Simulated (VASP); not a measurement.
# BP (e600) (F-43m) in VASP: further runs

Runs on BP (e600). Level: PBEsol. Tasks: single point, relaxation of cell and atoms.

All numbers are computed with VASP 6.6.1; they aren't measurements. Logs are shortened: lines on timing, memory, paths and dates and some standing lists are left out, and cuts for length are marked.

**1. The cell of the first run**

It takes space group F-43m (No. 216, cubic). The conventional cell has a = 4.520 Å, b = 4.520 Å, c = 4.520 Å, α = 90.00°, β = 90.00°, γ = 90.00°. Within 2.6 Å of B (site symmetry -43m) lie 4 P at 1.96 Å. P (site symmetry -43m) has 4 B at 1.96 Å within 2.6 Å.

**2. Single point, PBEsol**

INCAR

```
PREC = Accurate
ENCUT = 500
EDIFF = 1E-6
ISMEAR = 0
SIGMA = 0.02
LREAL = F
LASPH = T
NELM = 120
ALGO = Normal
ISIF = 2
LWAVE = F
LCHARG = T
GGA = PS
LELF = T
LVHAR = T
NBANDS = 11
GGA_COMPAT = F
```

KPOINTS

```
regular mesh
0
Gamma
  8 8 8
```

POSCAR

```
BP
1.0
    0.0000000000      2.2600712690      2.2600712690
    2.2600712690      0.0000000000      2.2600712690
    2.2600712690      2.2600712690      0.0000000000
B P
1 1
Direct
    0.0000000000      0.0000000000      0.0000000000
    0.2500000000      0.2500000000      0.2500000000
```

Potentials or basis: VASP PAW PBE potentials, release 64 (B, P).

Run with:

```bash
cat potpaw_PBE.64/B/POTCAR potpaw_PBE.64/P/POTCAR > POTCAR
mpirun -np 1 vasp_std > vasp.out
```

OUTCAR:

```text
PREC = Accurate
   ENCUT = 500
   EDIFF = 1E-6
   ISMEAR = 0
   LREAL = F
   LASPH = T
   NELM = 120
   ISIF = 2
   GGA = PS

 ion  position               nearest neighbor table
   1  0.000  0.000  0.000-   2 1.96   2 1.96   2 1.96   2 1.96
   2  0.250  0.250  0.250-   1 1.96   1 1.96   1 1.96   1 1.96

  LATTYP: Found a face centered cubic cell.
 ALAT       =     4.5201425380

  Lattice vectors:

 A1 = (   0.0000000000,   2.2600712690,   2.2600712690)
 A2 = (   2.2600712690,   0.0000000000,   2.2600712690)
 A3 = (   2.2600712690,   2.2600712690,   0.0000000000)

Analysis of symmetry for initial positions (statically):
=====================================================================
 Subroutine PRICEL returns:
 Original cell was already a primitive cell.

 Routine SETGRP: Setting up the symmetry group for a
 face centered cubic supercell.

 Subroutine GETGRP returns: Found 24 space group operations
 (whereof 24 operations were pure point group operations)
 out of a pool of 48 trial point group operations.

The static configuration has the point symmetry T_d .

Analysis of symmetry for dynamics (positions and initial velocities):
=====================================================================
 Subroutine PRICEL returns:
 Original cell was already a primitive cell.

 Routine SETGRP: Setting up the symmetry group for a
 face centered cubic supercell.

 Subroutine GETGRP returns: Found 24 space group operations
 (whereof 24 operations were pure point group operations)
 out of a pool of 48 trial point group operations.

The dynamic configuration has the point symmetry T_d .

 Subroutine INISYM returns: Found 24 space group operations
 (whereof 24 operations are pure point group operations),
 and found     1 'primitive' translations

----------------------------------------------------------------------------------------

                                     Primitive cell

  volume of cell :      23.0885

  direct lattice vectors                    reciprocal lattice vectors
     0.000000000  2.260071269  2.260071269    -0.221231962  0.221231962  0.221231962
     2.260071269  0.000000000  2.260071269     0.221231962 -0.221231962  0.221231962
     2.260071269  2.260071269  0.000000000     0.221231962  0.221231962 -0.221231962

  length of vectors
     3.196223441  3.196223441  3.196223441     0.383184998  0.383184998  0.383184998

  position of ions in fractional coordinates (direct lattice)
     0.000000000  0.000000000  0.000000000
     0.250000000  0.250000000  0.250000000

  ion indices of the primitive-cell ions
   primitive index   ion index
                 1           1
                 2           2

----------------------------------------------------------------------------------------

 KPOINTS: regular mesh

Automatic generation of k-mesh.
 Grid dimensions read from file:
 generate k-points for:    8    8    8

 Generating k-lattice:

  Cartesian coordinates                     Fractional coordinates (reciprocal lattice)
    -0.027653995  0.027653995  0.027653995     0.125000000  0.000000000  0.000000000
     0.027653995 -0.027653995  0.027653995     0.000000000  0.125000000  0.000000000
     0.027653995  0.027653995 -0.027653995     0.000000000  0.000000000  0.125000000

  Length of vectors
     0.047898125  0.047898125  0.047898125

  Shift w.r.t. Gamma in fractional coordinates (k-lattice)
     0.000000000  0.000000000  0.000000000

 Subroutine IBZKPT returns following result:
 ===========================================

 Found     29 irreducible k-points:

 Following reciprocal coordinates:
            Coordinates               Weight
  0.000000  0.000000  0.000000      1.000000
  0.125000  0.000000  0.000000      8.000000
  0.250000  0.000000  0.000000      8.000000
  0.375000  0.000000  0.000000      8.000000
  0.500000  0.000000  0.000000      4.000000
  0.125000  0.125000  0.000000      6.000000
[... 16 lines left out ...]
  0.500000  0.250000  0.125000     48.000000
 -0.375000  0.250000  0.125000     24.000000
 [... further k-points ...]
   k-points           NKPTS =     29   k-points in BZ     NKDIM =     29   number of bands    NBANDS=     11
   number of dos      NEDOS =    301   number of ions     NIONS =      2
   total plane-waves  NPLWV =  13824
   dimension x,y,z NGX =    24 NGY =   24 NGZ =   24
   dimension x,y,z NGXF=    48 NGYF=   48 NGZF=   48
   ions per type =               1   1
   NGX,Y,Z   is equivalent  to a cutoff of  12.48, 12.48, 12.48 a.u.
   NGXF,Y,Z  is equivalent  to a cutoff of  24.97, 24.97, 24.97 a.u.
 SYSTEM =  unknown system
   PREC   = accura    normal or accurate (medium, high low for compatibility)
   ISTART =      0    job   : 0-new  1-cont  2-samecut
   ICHARG =      2    charge: 1-file 2-atom 10-const
   ISPIN  =      1    spin polarized calculation?
   LNONCOLLINEAR =      F non collinear calculations
   LSORBIT =      F    spin-orbit coupling
   LASPH  =      T    aspherical Exc in radial PAW
   ENCUT  =  500.0 eV  36.75 Ry    6.06 a.u.   5.83  5.83  5.83*2*pi/ulx,y,z
   NELM   =    120;   NELMIN=  2; NELMDL= -5     # of ELM steps
   EDIFF  = 0.1E-05   stopping-criterion for ELM
   LREAL  =      F    real-space projection
   EDIFFG = 0.1E-04   stopping-criterion for IOM
   NSW    =      0    number of steps for IOM
   IBRION =     -1    ionic relax: 0-MD 1-quasi-New 2-CG
   NFREE  =      0    steps in history (QN), initial steepest desc. (CG)
   ISIF   =      2    stress and relaxation
   ISYM   =      2    0-nonsym 1-usesym 2-fastsym
   POTIM  = 0.5000    time-step for ionic-motion
   TEBEG  =    0.0;   TEEND  =   0.0 temperature during run
   PSTRESS=    0.0 pullay stress
   NELECT =       8.0000    total number of electrons
   NUPDOWN=      -1.0000    fix difference up-down
   EMIN   =  10.00;   EMAX   =-10.00  energy-range for DOS
   EFERMI =   0.00;   METHOD = LEGACY
   ISMEAR =     0;   SIGMA  =   0.02  broadening in eV -4-tet -1-fermi 0-gaus
   EFERMI_NEDOS =   21; number of points for ismear=-14 and -15
   IALGO  =     38    algorithm
   IMIX   =      4    mixing-type and parameters
     AMIX     =   0.40;   BMIX     =  1.00
     AMIX_MAG =   1.60;   BMIX_MAG =  1.00
  volume/ion in A,a.u.               =      11.54        77.90
  Fermi-wavevector in a.u.,A,eV,Ry     =   1.149845  2.172892 17.988860  1.322144
  Thomas-Fermi vector in A             =   2.286512
   LORBIT       =      0    0 simple, 1 ext, 2 COOP (PROOUT), +10 PAW based schemes
   GGA     = PS    functional components
   LHFCALC =     F    Hartree Fock is set to
   AEXX    =    0.0000 exact exchange contribution
   IVDW    =     0    specifies the selected vdW correction
   LEPSILON=     F    determine dielectric tensor
   LRPA    =     F    only Hartree local field effects (RPA)
 non-spin polarized calculation
 Gauss-broadening in eV      SIGMA  =   0.02
  energy-cutoff  :      500.00
  volume of cell :       23.09
 maximum number of plane-waves:       604
   NGX = 11   NGY = 11   NGZ = 11

 number of electron       8.0000001 magnetization

 Free energy of the ion-electron system (eV)
  ---------------------------------------------------
  ext. energy  EPLUGINS =         0.00000000
  ---------------------------------------------------
  free energy    TOTEN  =       -13.67124756 eV

  energy without entropy =      -13.67124756  energy(sigma->0) =      -13.67124756

 E-fermi :   7.6559     XC(G=0): -11.0953

 val. band max:        7.5471331719   @ k =   0.0000   0.0000   0.0000
 cond. band min:       8.6959682118   @ k =   0.3750   0.3750   0.0000
 fundamental gap:      1.1488350399
 Fermi energy:         7.6558936487

 k-point     1 :       0.0000    0.0000    0.0000
  band No.  band energies     occupation
      1      -8.0576      2.00000
      2       7.5471      2.00000
      3       7.5471      2.00000
      4       7.5471      2.00000
      5      10.9209      0.00000
      6      10.9209      0.00000
      7      10.9209      0.00000
      8      15.0693      0.00000
      9      18.8704      0.00000
     10      19.7029      0.00000
     11      19.7029      0.00000

 k-point     2 :       0.1250    0.0000    0.0000
  band No.  band energies     occupation
      1      -7.7729      2.00000
      2       5.6636      2.00000
      3       7.1094      2.00000
      4       7.1094      2.00000
      5      11.4703      0.00000
      6      11.5240      0.00000
      7      11.5240      0.00000
      8      15.8304      0.00000
      9      18.7422      0.00000
     10      18.7422      0.00000
     11      19.7278      0.00000

 k-point     3 :       0.2500    0.0000    0.0000
  band No.  band energies     occupation
      1      -6.9366      2.00000
      2       2.6322      2.00000
      3       6.4109      2.00000
      4       6.4109      2.00000
      5      11.5554      0.00000
      6      12.2917      0.00000
      7      12.2917      0.00000
      8      17.1740      0.00000
      9      18.4731      0.00000
     10      18.4731      0.00000
     11      20.4639      0.00000

 k-point     4 :       0.3750    0.0000    0.0000
  band No.  band energies     occupation
      1      -5.6512      2.00000
      2      -0.1344      2.00000
      3       5.9298      2.00000
      4       5.9298      2.00000
      5      11.4149      0.00000
      6      12.3219      0.00000
      7      12.3219      0.00000
      8      17.5903      0.00000
      9      20.1720      0.00000
     10      20.1720      0.00000
     11      21.3136      0.00000
[... 239 lines left out ...]
 k-point    22 :       0.3750    0.2500    0.1250
  band No.  band energies     occupation
      1      -6.2029      2.00000
      2       2.5770      2.00000
      3       3.6681      2.00000
      4       5.5359      2.00000
      5      10.9488      0.00000
      6      13.4923      0.00000
      7      13.7373      0.00000
      8      15.0957      0.00000
      9      19.1671      0.00000
     10      21.4380      0.00000
     11      23.1743      0.00000

 k-point    23 :       0.5000    0.2500    0.1250
  band No.  band energies     occupation
      1      -4.9484      2.00000
      2       0.3634      2.00000
      3       3.0232      2.00000
      4       4.7430      2.00000
      5      11.5768      0.00000
      6      12.9857      0.00000
      7      14.8545      0.00000
      8      15.9034      0.00000
      9      19.9741      0.00000
     10      20.9589      0.00000
     11      24.5846      0.00000

 k-point    24 :      -0.3750    0.2500    0.1250
  band No.  band energies     occupation
      1      -3.9943      2.00000
      2      -1.0257      2.00000
      3       2.9509      2.00000
      4       4.3624      2.00000
      5      11.6464      0.00000
      6      12.7210      0.00000
      7      15.8974      0.00000
      8      17.3424      0.00000
      9      17.9585      0.00000
     10      21.9986      0.00000
     11      24.3055      0.00000

 [... further k-points ...]

------------------------ aborting loop because EDIFF is reached ----------------------------------------

  FORCE on cell =-STRESS in cart. coord.  units (eV):
  Direction    XX          YY          ZZ          XY          YZ          ZX
  --------------------------------------------------------------------------------------
  -------------------------------------------------------------------------------------
  Total        0.0185051      0.0185051      0.0185051      0.0000000      0.0000000     -0.0000000
  in kB        1.2841214      1.2841214      1.2841214      0.0000000      0.0000000     -0.0000000
  external PRESSURE =       1.2841214 kB  Pullay stress =       0.0000000 kB

 VOLUME and BASIS-vectors are now :
 -----------------------------------------------------------------------------
  energy-cutoff  :      500.00
  volume of cell :       23.09
      direct lattice vectors                 reciprocal lattice vectors
     0.000000000  2.260071269  2.260071269    -0.221231962  0.221231962  0.221231962
     2.260071269  0.000000000  2.260071269     0.221231962 -0.221231962  0.221231962
     2.260071269  2.260071269  0.000000000     0.221231962  0.221231962 -0.221231962

 POSITION                                       TOTAL-FORCE (eV/Angst)
 -----------------------------------------------------------------------------------
      0.00000      0.00000      0.00000        -0.000000     -0.000000     -0.000000
      1.13004      1.13004      1.13004         0.000000      0.000000      0.000000
 -----------------------------------------------------------------------------------
    total drift:                                0.000000      0.000000      0.000000

  FREE ENERGIE OF THE ION-ELECTRON SYSTEM (eV)
  ---------------------------------------------------
  free  energy   TOTEN  =       -13.6712475589 eV

  energy  without entropy=      -13.6712475589  energy(sigma->0) =      -13.67124756
```

Wall time 9.9 s (1 thread of Intel Xeon 8259CL, shared host); peak memory 0.13 GiB.

Results:

```
Free energy            : -13.6712 eV
Pressure               : 0.1 GPa
Band gap on the k mesh : 1.15 eV, indirect (least direct gap 3.37 eV)
```

Caveat: the PAW data sets were made with another functional, which shifts forces and pressure a little. A hybrid or GW would open this gap; PBEsol tends to underestimate it.

**3. Single point, PBEsol**

INCAR

```
SYSTEM = BP
ALGO = Normal ; EDIFF = 1E-6
ENCUT = 500 ; GGA = PS
GGA_COMPAT = .False. ; ISIF = 2
ISMEAR = 0 ; LASPH = .True.
LCHARG = .False. ; LREAL = .False.
LWAVE = .False. ; NBANDS = 11
NELM = 120 ; PREC = Accurate
SIGMA = 0.01
```

KPOINTS

```
k-points
0
Gamma
  8 8 8
  0 0 0
```

POSCAR is that of step 2.

Potentials or basis: VASP PAW PBE potentials, release 64 (B, P).

Run with:

```bash
cat potpaw_PBE.64/B/POTCAR potpaw_PBE.64/P/POTCAR > POTCAR
mpirun -np 1 vasp_std > vasp.out
```

Run time: 9.2 s. Hardware: 1 thread of Intel Xeon 8259CL, shared host; peak memory 0.13 GiB.

The run converged. Its results:

```
Free energy            : -13.6712 eV
Pressure               : 0.1 GPa
Band gap on the k mesh : 1.15 eV, indirect (least direct gap 3.37 eV)
```

Levels at points of the mesh, in eV from the valence-band top:
```csv
k point,band 1,band 2,band 3,band 4,band 5,band 6,band 7,band 8,band 9
"(0.00, 0.00, 0.00)",-15.60,0.00,0.00,0.00,3.37,3.37,3.37,7.52,11.32
"(0.50, 0.00, 0.00)",-12.21,-9.18,-1.78,-1.78,3.80,4.66,4.66,9.97,14.67
"(0.50, 0.50, 0.00)",-10.67,-8.66,-4.19,-4.19,1.20,1.50,12.21,12.21,15.27
```

Caveat: the PAW data sets were made with another functional, which shifts forces and pressure a little.

**4. Single point, PBEsol**

INCAR

```
ALGO = Normal ; EDIFF = 1E-6
ENCUT = 500 ; GGA = PS
GGA_COMPAT = False ; ISIF = 2
ISMEAR = 0 ; LASPH = True
LCHARG = False ; LREAL = False
LWAVE = False ; NBANDS = 11
NELM = 120 ; PREC = Accurate
SIGMA = 0.01
```

KPOINTS

```
k-points
0
Gamma
  8 8 8
```

POSCAR is that of step 3.

Run with:

```bash
cat potpaw_PBE.64/B/POTCAR potpaw_PBE.64/P/POTCAR > POTCAR
mpirun -np 1 vasp_std > vasp.out
```

Wall time 9.3 s (1 thread of Intel Xeon 8259CL, shared host); peak memory 0.13 GiB.

Results (log left out):

| Property | Result |
| --- | --- |
| Free energy | -13.6712 eV |
| Pressure | 0.1 GPa |
| Band gap on the k mesh | 1.15 eV, indirect (least direct gap 3.37 eV) |

Levels at points of the mesh, in eV from the valence-band top:
| k point | band 2 | band 3 | band 4 | band 5 | band 6 | band 7 |
| --- | --- | --- | --- | --- | --- | --- |
| (0.00, 0.00, 0.00) | 0.00 | 0.00 | 0.00 | 3.37 | 3.37 | 3.37 |
| (0.50, 0.00, 0.00) | -9.18 | -1.78 | -1.78 | 3.80 | 4.66 | 4.66 |
| (0.50, 0.50, 0.00) | -8.66 | -4.19 | -4.19 | 1.20 | 1.50 | 12.21 |

Caveat: the PAW data sets were made with another functional, which shifts forces and pressure a little. A k mesh can miss the band edges.

**5. Relaxation of cell and atoms, PBEsol**

This run uses another cell than the first one, of 11.68 Å³/atom, 1.012 times its volume.

INCAR

```
PREC = Accurate
ENCUT = 500
EDIFF = 1E-7
ISMEAR = 0
SIGMA = 0.02
LREAL = F
LASPH = T
NELM = 120
ALGO = Normal
ISIF = 3
LWAVE = F
LCHARG = F
GGA = PS
IBRION = 2
NSW = 100
EDIFFG = -0.002
GGA_COMPAT = F
NELMIN = 4
```

KPOINTS

```
regular mesh
0
Gamma
  8 8 8
```

POSCAR

```
BP
1.0
    0.0000000000      2.2690000000      2.2690000000
    2.2690000000      0.0000000000      2.2690000000
    2.2690000000      2.2690000000      0.0000000000
B P
1 1
Direct
    0.0000000000      0.0000000000      0.0000000000
    0.2500000000      0.2500000000      0.2500000000
```

Run with:

```bash
cat potpaw_PBE.64/B/POTCAR potpaw_PBE.64/P/POTCAR > POTCAR
mpirun -np 1 vasp_std > vasp.out
```

Wall time 19 s (1 thread of Intel Xeon 8259CL, shared host); peak memory 0.13 GiB.

The run converged. Its results:

- Free energy: -13.6714 eV
- Relaxed volume: 11.55 Å³/atom
- Relaxed cell: a = 3.197 Å, b = 3.197 Å, c = 3.197 Å, α = 60.00°, β = 60.00°, γ = 60.00°
- Space group after relaxing (to 0.05 Å): F-43m (No. 216)
- Energy gained by relaxing: 0.7 meV/atom
- Ionic steps: 3
- Pressure after relaxing: 0.0 GPa
- Band gap on the k mesh: 1.15 eV, indirect (least direct gap 3.37 eV)

Step by step:
```csv
step,energy change (eV),largest force (eV/Å),pressure (GPa),volume (Å³)
1,0.0000,0.0000,-1.83,23.36
2,-0.0006,0.0000,1.43,22.91
3,-0.0015,0.0000,0.00,23.11
```

Final structure:
```
B P
1.0
     0.00000    2.26063    2.26063
     2.26063    0.00000    2.26063
     2.26063    2.26063    0.00000
B P
1 1
Direct
  0.00000 0.00000 0.00000
  0.25000 0.25000 0.25000
```

Levels at points of the mesh, in eV from the valence-band top:
```
           k point  band 1  band 2  band 3  band 4  band 5  band 6  band 7  band 8
(0.00, 0.00, 0.00)  -15.60    0.00    0.00    0.00    3.37    3.37    3.37    7.51
(0.50, 0.00, 0.00)  -12.20   -9.18   -1.78   -1.78    3.80    4.66    4.66    9.97
(0.50, 0.50, 0.00)  -10.66   -8.66   -4.19   -4.19    1.20    1.51   12.20   12.20
```

Caveat: the PAW data sets were made with another functional, which shifts forces and pressure a little. A k mesh can miss the band edges.

**6. The runs side by side**

```tsv
task	cell	smearing	gap on the mesh (eV)	pressure (GPa)
single point	a = 3.196 Å, angles 60.0°, 2 atoms	gaussian 0.02 eV	1.15	0.1
single point	a = 3.196 Å, angles 60.0°, 2 atoms	gaussian 0.01 eV	1.15	0.1
relaxation of cell and atoms	relaxed from a = 3.209 Å, angles 60.0°, 2 atoms	gaussian 0.02 eV	1.15	0.0
```

Alike in all rows: level PBEsol; potentials or basis VASP PAW PBE potentials, release 64 (B, P); no spin polarisation; k mesh 8 × 8 × 8; cutoff (eV) 500.

Caveats: the PAW data sets were made with another functional, which shifts forces and pressure a little.

Total energies depend on the potentials used, so only differences within one code and one set of settings carry meaning.
